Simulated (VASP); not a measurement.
# ZnS (F222) in VASP: further runs

ZnS is run at these levels: r2SCAN; tasks: single point.

All numbers are computed with VASP 6.6.1; they aren't measurements. Logs are shortened: lines on timing, memory, paths and dates and some standing lists are left out, and cuts for length are marked.

## 1. The cell of the first run

Symmetry: F222, No. 22, orthorhombic system. The conventional cell has a = 5.328 Å, b = 5.409 Å, c = 5.490 Å, α = 90.00°, β = 90.00°, γ = 90.00°. Within 3.1 Å of Zn (site symmetry 222) lie 4 S at 2.34 Å. S (site symmetry 222) has 4 Zn at 2.34 Å within 3.1 Å.

## 2. Single point, r2SCAN (strain +0.0150 x Voigt [1, -1, 0, 0, 0, 0])

Contents of POSCAR:

```
ZnS
1.0
    0.0000000000      2.6640802500      2.7046500000
    2.7452197500      0.0000000000      2.7046500000
    2.7452197500      2.6640802500      0.0000000000
Zn S
1 1
Direct
    0.0000000000      0.0000000000      0.0000000000
    0.7500000000      0.7500000000      0.7500000000
```

Contents of INCAR.step1:

```
PREC = Accurate ; ENCUT = 520
ISMEAR = 0 ; SIGMA = 0.05
LREAL = False ; LASPH = True
NELM = 80 ; NBANDS = 16
GGA = PE ; ALGO = Normal
EDIFF = 1E-4 ; LWAVE = True
LCHARG = False
```

Contents of INCAR.step2:

```
PREC = Accurate ; ENCUT = 520
EDIFF = 1E-7 ; ISMEAR = 0
SIGMA = 0.05 ; LREAL = False
LASPH = True ; NELM = 80
ALGO = Normal ; ISIF = 2
LWAVE = False ; LCHARG = True
METAGGA = R2SCAN ; LMIXTAU = True
LELF = True ; LVHAR = True
NBANDS = 16 ; ISTART = 1
```

Contents of KPOINTS:

```
regular mesh
0
Gamma
  8 8 8
```

Potentials or basis: VASP PAW PBE potentials, release 64 (Zn, S).

The run is started by

```console
$ cat potpaw_PBE.64/Zn/POTCAR potpaw_PBE.64/S/POTCAR > POTCAR
$ cp INCAR.step1 INCAR
$ mpirun -np 1 vasp_std > vasp.out
$ cp INCAR.step2 INCAR
$ mpirun -np 1 vasp_std > vasp.out
```

OUTCAR:

```text
PREC = Accurate
   ENCUT = 520
   EDIFF = 1E-7
   ISMEAR = 0
   LREAL = False
   LASPH = True
   NELM = 80
   ISIF = 2
   METAGGA = R2SCAN
   ISTART = 1

 ion  position               nearest neighbor table
   1  0.000  0.000  0.000-   2 2.34   2 2.34   2 2.34   2 2.34
   2  0.750  0.750  0.750-   1 2.34   1 2.34   1 2.34   1 2.34

  LATTYP: Found a face centered orthorhombic cell.
 ALAT       =     5.3281605000
 B/A-ratio  =     1.0152284264
 C/A-ratio  =     1.0304568528

  Lattice vectors:

 A1 = (  -2.7452197500,   0.0000000000,  -2.7046500000)
 A2 = (  -2.7452197500,   2.6640802500,   0.0000000000)
 A3 = (   0.0000000000,   2.6640802500,  -2.7046500000)

Analysis of symmetry for initial positions (statically):
=====================================================================
 Subroutine PRICEL returns:
 Original cell was already a primitive cell.

 Routine SETGRP: Setting up the symmetry group for a
 face centered orthorhombic supercell.

 Subroutine GETGRP returns: Found  4 space group operations
 (whereof  4 operations were pure point group operations)
 out of a pool of  8 trial point group operations.

The static configuration has the point symmetry D_2 .

Analysis of symmetry for dynamics (positions and initial velocities):
=====================================================================
 Subroutine PRICEL returns:
 Original cell was already a primitive cell.

 Routine SETGRP: Setting up the symmetry group for a
 face centered orthorhombic supercell.

 Subroutine GETGRP returns: Found  4 space group operations
 (whereof  4 operations were pure point group operations)
 out of a pool of  8 trial point group operations.

The dynamic configuration has the point symmetry D_2 .

 Subroutine INISYM returns: Found  4 space group operations
 (whereof  4 operations are pure point group operations),
 and found     1 'primitive' translations

----------------------------------------------------------------------------------------

                                     Primitive cell

  volume of cell :      39.5608

  direct lattice vectors                    reciprocal lattice vectors
     0.000000000  2.664080250  2.704650000    -0.182134782  0.187682034  0.184866803
     2.745219750  0.000000000  2.704650000     0.182134782 -0.187682034  0.184866803
     2.745219750  2.664080250  0.000000000     0.182134782  0.187682034 -0.184866803
[... 82 lines left out ...]
   ENCUT  =  520.0 eV  38.22 Ry    6.18 a.u.   7.06  7.17  7.11*2*pi/ulx,y,z
   NELM   =     80;   NELMIN=  2; NELMDL=  0     # of ELM steps
   EDIFF  = 0.1E-06   stopping-criterion for ELM
   LREAL  =      F    real-space projection
   EDIFFG = 0.1E-05   stopping-criterion for IOM
   NSW    =      0    number of steps for IOM
   IBRION =     -1    ionic relax: 0-MD 1-quasi-New 2-CG
   NFREE  =      0    steps in history (QN), initial steepest desc. (CG)
   ISIF   =      2    stress and relaxation
   ISYM   =      2    0-nonsym 1-usesym 2-fastsym
   POTIM  = 0.5000    time-step for ionic-motion
   TEBEG  =    0.0;   TEEND  =   0.0 temperature during run
   PSTRESS=    0.0 pullay stress
   NELECT =      18.0000    total number of electrons
   NUPDOWN=      -1.0000    fix difference up-down
   EMIN   =  10.00;   EMAX   =-10.00  energy-range for DOS
   EFERMI =   0.00;   METHOD = LEGACY
   ISMEAR =     0;   SIGMA  =   0.05  broadening in eV -4-tet -1-fermi 0-gaus
   EFERMI_NEDOS =   21; number of points for ismear=-14 and -15
   IALGO  =     38    algorithm
   IMIX   =      4    mixing-type and parameters
     AMIX     =   0.40;   BMIX     =  1.00
     AMIX_MAG =   1.60;   BMIX_MAG =  1.00
  volume/ion in A,a.u.               =      19.78       133.48
  Fermi-wavevector in a.u.,A,eV,Ry     =   1.259149  2.379447 21.571446  1.585457
  Thomas-Fermi vector in A             =   2.392723
   LORBIT       =      0    0 simple, 1 ext, 2 COOP (PROOUT), +10 PAW based schemes
   METAGGA = R2SCAN    functional components
   LHFCALC =     F    Hartree Fock is set to
   AEXX    =    0.0000 exact exchange contribution
   IVDW    =     0    specifies the selected vdW correction
   LEPSILON=     F    determine dielectric tensor
   LRPA    =     F    only Hartree local field effects (RPA)
 non-spin polarized calculation
 Gauss-broadening in eV      SIGMA  =   0.05
  energy-cutoff  :      520.00
  volume of cell :       39.56
 maximum number of plane-waves:      1082
   NGX = 15   NGY = 15   NGZ = 15

 number of electron      18.0000009 magnetization

 Free energy of the ion-electron system (eV)
  ---------------------------------------------------
  ext. energy  EPLUGINS =         0.00000000
  ---------------------------------------------------
  free energy    TOTEN  =       -18.86302215 eV

  energy without entropy =      -18.86302215  energy(sigma->0) =      -18.86302215

 E-fermi :   2.1015     XC(G=0): -10.2706

 val. band max:        1.8568079267   @ k =   0.0000   0.0000   0.0000
 cond. band min:       4.4645174995   @ k =   0.0000   0.0000   0.0000
 fundamental gap:      2.6077095728
 Fermi energy:         2.1015170501

 k-point     1 :       0.0000    0.0000    0.0000
  band No.  band energies     occupation
      1     -11.8487      2.00000
      2      -4.6912      2.00000
      3      -4.6817      2.00000
      4      -4.6734      2.00000
      5      -4.1443      2.00000
      6      -4.1379      2.00000
[... 433 lines left out ...]
      3      -4.5513      2.00000
      4      -4.4783      2.00000
      5      -4.1369      2.00000
      6      -4.1049      2.00000
[... 8 lines left out ...]
     15      15.1334      0.00000
     16      15.5468      0.00000

 [... further k-points ...]

------------------------ aborting loop because EDIFF is reached ----------------------------------------

  FORCE on cell =-STRESS in cart. coord.  units (eV):
  Direction    XX          YY          ZZ          XY          YZ          ZX
  --------------------------------------------------------------------------------------
  -------------------------------------------------------------------------------------
  Total       -0.3752741     -0.0551981     -0.1882756      0.0000000      0.0000000      0.0000000
  in kB      -15.1982549     -2.2354733     -7.6249886      0.0000000      0.0000000      0.0000000
  external PRESSURE =      -8.3529056 kB  Pullay stress =       0.0000000 kB

 VOLUME and BASIS-vectors are now :
 -----------------------------------------------------------------------------
  energy-cutoff  :      520.00
  volume of cell :       39.56
      direct lattice vectors                 reciprocal lattice vectors
     0.000000000  2.664080250  2.704650000    -0.182134782  0.187682034  0.184866803
     2.745219750  0.000000000  2.704650000     0.182134782 -0.187682034  0.184866803
     2.745219750  2.664080250  0.000000000     0.182134782  0.187682034 -0.184866803

 POSITION                                       TOTAL-FORCE (eV/Angst)
 -----------------------------------------------------------------------------------
      0.00000      0.00000      0.00000         0.000000     -0.000000     -0.000000
      4.11783      3.99612      4.05697        -0.000000      0.000000      0.000000
 -----------------------------------------------------------------------------------
    total drift:                               -0.000402      0.000253     -0.000442

  FREE ENERGIE OF THE ION-ELECTRON SYSTEM (eV)
  ---------------------------------------------------
  free  energy   TOTEN  =       -18.8630221522 eV

  energy  without entropy=      -18.8630221522  energy(sigma->0) =      -18.86302215
```

OUTCAR.step1:

```text
PREC = Accurate
   ENCUT = 520
   ISMEAR = 0
   LREAL = False
   LASPH = True
[... 679 lines left out ...]
      0.00000      0.00000      0.00000        -0.000000      0.000000      0.000000
      4.11783      3.99612      4.05697         0.000000      0.000000     -0.000000
 -----------------------------------------------------------------------------------
    total drift:                               -0.000005     -0.000004     -0.000004

  FREE ENERGIE OF THE ION-ELECTRON SYSTEM (eV)
  ---------------------------------------------------
  free  energy   TOTEN  =        -6.8459862303 eV

  energy  without entropy=       -6.8459862303  energy(sigma->0) =       -6.84598623
```

Wall time 3.7 min (1 thread of Intel Xeon Platinum 8488C (Sapphire Rapids), shared host); peak memory 0.2 GiB.

What came out:

- Free energy: -18.8630 eV
- Pressure: -0.8 GPa
- Band gap on the k mesh: 2.61 eV, direct

Caveat: the cell differs from its parent crystal (strain +0.0150 x Voigt [1, -1, 0, 0, 0, 0]); the PAW data sets were made with another functional, which shifts forces and pressure a little.

## 3. Single point, r2SCAN (strain +0.0050 x Voigt [1, -1, 0, 0, 0, 0])

Contents of POSCAR:

```
ZnS
1.0
    0.0000000000      2.6911267500      2.7046500000
    2.7181732500      0.0000000000      2.7046500000
    2.7181732500      2.6911267500      0.0000000000
Zn S
1 1
Direct
    0.0000000000      0.0000000000      0.0000000000
    0.7500000000      0.7500000000      0.7500000000
```

Contents of INCAR.step1:

```
  PREC = Accurate
  ENCUT = 520
  ISMEAR = 0
  SIGMA = 0.05
  LREAL = False
  LASPH = True
  NELM = 60
  NBANDS = 16
  GGA = PE
  ALGO = Normal
  EDIFF = 1E-4
  LWAVE = True
  LCHARG = False
```

Contents of INCAR.step2:

```
  PREC = Accurate
  ENCUT = 520
  EDIFF = 1E-6
  ISMEAR = 0
  SIGMA = 0.05
  LREAL = False
  LASPH = True
  NELM = 60
  ALGO = Normal
  ISIF = 2
  LWAVE = False
  LCHARG = False
  METAGGA = R2SCAN
  LMIXTAU = True
  NBANDS = 16
  ISTART = 1
```

Contents of KPOINTS:

```
Automatic mesh
0
Gamma
  8 8 8
```

Potentials or basis: VASP PAW PBE potentials, release 64 (Zn, S).

The run is started by

```console
$ cat potpaw_PBE.64/Zn/POTCAR potpaw_PBE.64/S/POTCAR > POTCAR
$ cp INCAR.step1 INCAR
$ mpirun -np 1 vasp_std > vasp.out
$ cp INCAR.step2 INCAR
$ mpirun -np 1 vasp_std > vasp.out
```

Run time: 2.2 min. Hardware: 1 thread of Intel Xeon Platinum 8488C (Sapphire Rapids), shared host; peak memory 0.2 GiB.

The run converged. Its results:

- Free energy: -18.8651 eV
- Pressure: -0.8 GPa
- Band gap on the k mesh: 2.64 eV, direct

Stress tensor (GPa, compression positive):
```
-1.07  0.00  0.00
 0.00 -0.65  0.00
 0.00  0.00 -0.83
```

Levels at points of the mesh, in eV from the valence-band top:
```
           k point  band 5  band 6  band 7  band 8  band 9  band 10  band 11  band 12  band 13  band 14
(0.00, 0.00, 0.00)   -5.96   -5.96   -0.04   -0.02    0.00     2.64     6.89     6.89     6.89    12.21
(0.50, 0.00, 0.00)   -5.93   -5.77   -5.39   -0.93   -0.88     3.79     7.34     7.42     9.39    12.82
(0.50, 0.50, 0.00)   -5.89   -5.75   -4.62   -2.30   -2.28     3.72     4.47    11.72    12.74    12.82
(0.50, 0.00, 0.50)   -5.88   -5.74   -4.59   -2.32   -2.31     3.69     4.42    11.78    12.75    12.79
(0.00, 0.50, 0.50)   -5.89   -5.76   -4.65   -2.27   -2.26     3.74     4.52    11.66    12.77    12.81
```

Caveat: the cell differs from its parent crystal (strain +0.0050 x Voigt [1, -1, 0, 0, 0, 0]); the PAW data sets were made with another functional, which shifts forces and pressure a little.
